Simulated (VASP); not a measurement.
A run of VASP 6.6.1 is set up as follows.

File INCAR:

```
SYSTEM = BN
PREC = Accurate
ENCUT = 600
EDIFF = 1E-7
ISMEAR = 0
SIGMA = 0.02
LREAL = .False.
LASPH = .True.
NELM = 120
ALGO = Normal
ISIF = 3
LWAVE = .False.
LCHARG = .False.
IBRION = 2
NSW = 100
EDIFFG = -0.002
GGA_COMPAT = .False.
NELMIN = 4
```

The input KPOINTS:

```
Automatic mesh
0
Gamma
  10 10 10
  0 0 0
```

The input POSCAR:

```
BN
1.0
    0.0000000000      1.7900178220      1.7900178220
    1.7900178220      0.0000000000      1.7900178220
    1.7900178220      1.7900178220      0.0000000000
B N
1 1
Direct
    0.0000000000      0.0000000000      0.0000000000
    0.2500000000      0.2500000000      0.2500000000
```

Potentials or basis: VASP PAW LDA potentials, release 64 (B, N).

Run with:

```bash
$ cat potpaw_LDA.64/B/POTCAR potpaw_LDA.64/N/POTCAR > POTCAR
$ mpirun -np 1 vasp_std > vasp.out
```

(1) Predict the relaxed cell.

(2) What does it give for the space group after relaxing (to 0.05 Å)?

## Answers

(1) a = 2.533 Å, b = 2.533 Å, c = 2.533 Å, α = 60.00°, β = 60.00°, γ = 60.00°.

(2) F-43m (No. 216).
